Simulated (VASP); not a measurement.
# La (Im-3m) in VASP: notebook, part 2 of 2

VASP 6.6.1.

### Step 3. Single point, r2SCAN, collinear spin (39.84 Å³/atom)

This run uses another cell than the first one, of 39.84 Å³/atom.

File POSCAR:

```
La
1.0
   -2.1515218662      2.1515218662      2.1515218662
    2.1515218662     -2.1515218662      2.1515218662
    2.1515218662      2.1515218662     -2.1515218662
La
1
Direct
    0.0000000000      0.0000000000      0.0000000000
```

File INCAR.step1:

```
PREC = Accurate ; ENCUT = 520
ISMEAR = -1 ; SIGMA = 0.05
LREAL = F ; LASPH = T
NELM = 150 ; ISPIN = 2
MAGMOM = 0.333 ; LMAXMIX = 6
NBANDS = 16 ; GGA = PE
ALGO = Normal ; EDIFF = 1E-4
LWAVE = T ; LCHARG = F
```

File INCAR.step2:

```
PREC = Accurate ; ENCUT = 520
EDIFF = 1E-6 ; ISMEAR = -1
SIGMA = 0.05 ; LREAL = F
LASPH = T ; NELM = 150
ALGO = Normal ; ISIF = 2
LWAVE = F ; LCHARG = T
ISPIN = 2 ; MAGMOM = 0.333
LORBIT = 11 ; LMAXMIX = 6
METAGGA = R2SCAN ; LMIXTAU = T
LELF = T ; LVHAR = T
NBANDS = 16 ; ISTART = 1
```

File KPOINTS:

```
Automatic mesh
0
Gamma
  12 12 12
```

Potentials or basis: VASP PAW PBE potentials, release 64 (La).

On the command line:

```console
$ cat potpaw_PBE.64/La/POTCAR > POTCAR
$ cp INCAR.step1 INCAR
$ mpirun -np 1 vasp_std > vasp.out
$ cp INCAR.step2 INCAR
$ mpirun -np 1 vasp_std > vasp.out
```

OUTCAR:

```text
PREC = Accurate
   ENCUT = 520
   EDIFF = 1E-6
   ISMEAR = -1
   LREAL = F
   LASPH = T
   NELM = 150
   ISIF = 2
   ISPIN = 2
   LORBIT = 11
   METAGGA = R2SCAN
   ISTART = 1

 ion  position               nearest neighbor table
   1  0.000  0.000  0.000-

  LATTYP: Found a body centered cubic cell.
 ALAT       =     4.3030437324

  Lattice vectors:

 A1 = (  -2.1515218662,   2.1515218662,   2.1515218662)
 A2 = (   2.1515218662,  -2.1515218662,   2.1515218662)
 A3 = (   2.1515218662,   2.1515218662,  -2.1515218662)
[... 1118 lines left out ...]
  -------------------------------------------------------------------------------------
  Total       -0.2343821     -0.2343821     -0.2343821      0.0000000      0.0000000      0.0000000
  in kB       -9.4262222     -9.4262222     -9.4262222      0.0000000      0.0000000      0.0000000
  external PRESSURE =      -9.4262222 kB  Pullay stress =       0.0000000 kB

 VOLUME and BASIS-vectors are now :
 -----------------------------------------------------------------------------
  energy-cutoff  :      520.00
  volume of cell :       39.84
      direct lattice vectors                 reciprocal lattice vectors
    -2.151521866  2.151521866  2.151521866     0.000000000  0.232393641  0.232393641
     2.151521866 -2.151521866  2.151521866     0.232393641  0.000000000  0.232393641
     2.151521866  2.151521866 -2.151521866     0.232393641  0.232393641  0.000000000

 POSITION                                       TOTAL-FORCE (eV/Angst)
 -----------------------------------------------------------------------------------
      0.00000      0.00000      0.00000         0.000000     -0.000000      0.000000
 -----------------------------------------------------------------------------------
    total drift:                                0.000000     -0.000000     -0.000000

  FREE ENERGIE OF THE ION-ELECTRON SYSTEM (eV)
  ---------------------------------------------------
  free  energy   TOTEN  =       -29.6405516984 eV

  energy  without entropy=      -29.6253580695  energy(sigma->0) =      -29.63295488

 total charge

# of ion       s       p       d       f       tot
--------------------------------------------------
    1        2.037   5.589   0.827   0.066   8.519

 magnetization (x)

# of ion       s       p       d       f       tot
--------------------------------------------------
    1        0.002   0.006   0.203   0.018   0.228
```

OUTCAR.step1:

```text
PREC = Accurate
   ENCUT = 520
   ISMEAR = -1
   LREAL = F
   LASPH = T
   NELM = 150
[... 1146 lines left out ...]

 POSITION                                       TOTAL-FORCE (eV/Angst)
 -----------------------------------------------------------------------------------
      0.00000      0.00000      0.00000         0.000000      0.000000      0.000000
 -----------------------------------------------------------------------------------
    total drift:                                0.000000     -0.000000     -0.000000

  FREE ENERGIE OF THE ION-ELECTRON SYSTEM (eV)
  ---------------------------------------------------
  free  energy   TOTEN  =        -4.7631591253 eV

  energy  without entropy=       -4.7392956349  energy(sigma->0) =       -4.75122738
```

OSZICAR.step1:

```text
N       E                     dE             d eps       ncg     rms          rms(c)
DAV:   1     0.900342015945E+02    0.90034E+02   -0.36718E+03  4784   0.848E+02
DAV:   2     0.282937322355E+01   -0.87205E+02   -0.76436E+02  5768   0.147E+02
DAV:   3    -0.421742149514E+01   -0.70468E+01   -0.68216E+01  5872   0.583E+01
DAV:   4    -0.474617126063E+01   -0.52875E+00   -0.52593E+00  7704   0.122E+01
DAV:   5    -0.475599716033E+01   -0.98259E-02   -0.98225E-02  6144   0.155E+00    0.203E+00
DAV:   6    -0.475589840483E+01    0.98755E-04   -0.19641E-02  6560   0.811E-01    0.118E+00
DAV:   7    -0.475578082429E+01    0.11758E-03   -0.32386E-02  5672   0.106E+00    0.440E-01
DAV:   8    -0.476095377119E+01   -0.51729E-02   -0.14034E-02  6920   0.650E-01    0.203E-01
DAV:   9    -0.476184083771E+01   -0.88707E-03   -0.16915E-03  7648   0.198E-01    0.183E-01
DAV:  10    -0.476317832471E+01   -0.13375E-02   -0.22539E-03  6352   0.302E-01    0.126E-01
DAV:  11    -0.476315912526E+01    0.19199E-04   -0.83488E-04  6976   0.197E-01
   1 F= -.47631591E+01 E0= -.47512274E+01  d E =-.238635E-01  mag=     0.3169
```

Run time: 7 min. Hardware: 1 thread of Oxide Virtual Turin-like, shared host; peak memory 0.21 GiB.

Results:

* Free energy: -29.6406 eV
* Pressure: -0.9 GPa
* Net moment: 0.50 μB per cell
* Site moments: La +0.23 μB
* Valence electrons inside the program's atomic spheres: La 8.52

Levels at points of the mesh, in eV from the Fermi level:
Spin up:
```csv
k point,band 4,band 5,band 6,band 7,band 8,band 9
"(0.00, 0.00, 0.00)",-16.95,-3.64,1.36,1.36,1.36,1.59
"(0.50, 0.00, 0.00)",-16.97,-2.03,-0.32,1.50,1.59,1.95
"(0.50, 0.50, 0.50)",-17.75,-2.04,-2.04,1.76,1.91,1.91
```
Spin down:
```tsv
k point	band 2	band 3	band 4	band 5	band 6	band 7	band 8	band 9
(0.00, 0.00, 0.00)	-16.78	-16.78	-16.78	-3.21	1.75	1.75	1.75	1.89
(0.50, 0.00, 0.00)	-17.92	-17.12	-16.80	-1.62	0.23	1.66	1.72	2.08
(0.50, 0.50, 0.50)	-17.53	-17.53	-17.53	-1.83	-1.83	1.92	2.01	2.01
```

Caveat: the PAW data sets were made with another functional, which shifts forces and pressure a little; spin-orbit coupling is left out, which moves the levels of the heavy elements.

### Step 4. Single point, r2SCAN, collinear spin (41.37 Å³/atom)

This run uses another cell than the first one, of 41.37 Å³/atom.

File POSCAR:

```
La
1.0
   -2.1787592117      2.1787592117      2.1787592117
    2.1787592117     -2.1787592117      2.1787592117
    2.1787592117      2.1787592117     -2.1787592117
La
1
Direct
    0.0000000000      0.0000000000      0.0000000000
```

File INCAR.step1:

```
PREC = Accurate ; ENCUT = 520
ISMEAR = -1 ; SIGMA = 0.05
LREAL = False ; LASPH = True
NELM = 150 ; ISPIN = 2
MAGMOM = 0.333 ; LMAXMIX = 6
NBANDS = 16 ; GGA = PE
ALGO = Normal ; EDIFF = 1E-4
LWAVE = True ; LCHARG = False
```

File INCAR.step2:

```
PREC = Accurate ; ENCUT = 520
EDIFF = 1E-7 ; ISMEAR = -1
SIGMA = 0.05 ; LREAL = False
LASPH = True ; NELM = 150
ALGO = Normal ; ISIF = 2
LWAVE = False ; LCHARG = False
ISPIN = 2 ; MAGMOM = 0.333
LORBIT = 11 ; LMAXMIX = 6
METAGGA = R2SCAN ; LMIXTAU = True
NBANDS = 16 ; ISTART = 1
```

KPOINTS is that of step 3.

On the command line:

```console
$ cat potpaw_PBE.64/La/POTCAR > POTCAR
$ cp INCAR.step1 INCAR
$ mpirun -np 1 vasp_std > vasp.out
$ cp INCAR.step2 INCAR
$ mpirun -np 1 vasp_std > vasp.out
```

Wall time 11 min (1 thread of Oxide Virtual Turin-like, shared host); peak memory 0.22 GiB.

The run converged. Its results:

```
Free energy                                           : -29.6277 eV
Pressure                                              : -1.8 GPa
Net moment                                            : 0.49 μB per cell
Site moments                                          : La +0.22 μB
Valence electrons inside the program's atomic spheres : La 8.49
```

Levels at points of the mesh, in eV from the Fermi level:
Spin up:
```csv
k point,band 4,band 5,band 6,band 7,band 8,band 9
"(0.00, 0.00, 0.00)",-17.08,-3.64,1.33,1.33,1.33,1.54
"(0.50, 0.00, 0.00)",-17.09,-1.97,-0.28,1.39,1.54,1.86
"(0.50, 0.50, 0.50)",-17.79,-1.93,-1.93,1.68,1.82,1.82
```
Spin down:
```
           k point  band 2  band 3  band 4  band 5  band 6  band 7  band 8  band 9
(0.00, 0.00, 0.00)  -16.91  -16.91  -16.91   -3.24    1.69    1.69    1.69    1.84
(0.50, 0.00, 0.00)  -17.93  -17.22  -16.93   -1.57    0.25    1.55    1.66    1.98
(0.50, 0.50, 0.50)  -17.58  -17.58  -17.58   -1.74   -1.74    1.84    1.92    1.92
```

Caveat: the PAW data sets were made with another functional, which shifts forces and pressure a little; spin-orbit coupling is left out, which moves the levels of the heavy elements.

### Step 5. Summary

| cell | gap on the mesh (eV) | pressure (GPa) | moment (μB) |
| --- | --- | --- | --- |
| a = 3.678 Å, angles 109.5°, 1 atom | none | 0.0 | 0.53 |
| a = 3.727 Å, angles 109.5°, 1 atom | none | -0.9 | 0.50 |
| a = 3.774 Å, angles 109.5°, 1 atom | none | -1.8 | 0.49 |

Alike in all rows: task single point; level r2SCAN; potentials or basis VASP PAW PBE potentials, release 64 (La); spin collinear; k mesh 12 × 12 × 12; cutoff (eV) 520; smearing fermi-dirac 0.05 eV.

Caveats: the PAW data sets were made with another functional, which shifts forces and pressure a little; spin-orbit coupling is left out, which moves the levels of the heavy elements.

Total energies depend on the potentials used, so only differences within one code and one set of settings carry meaning.
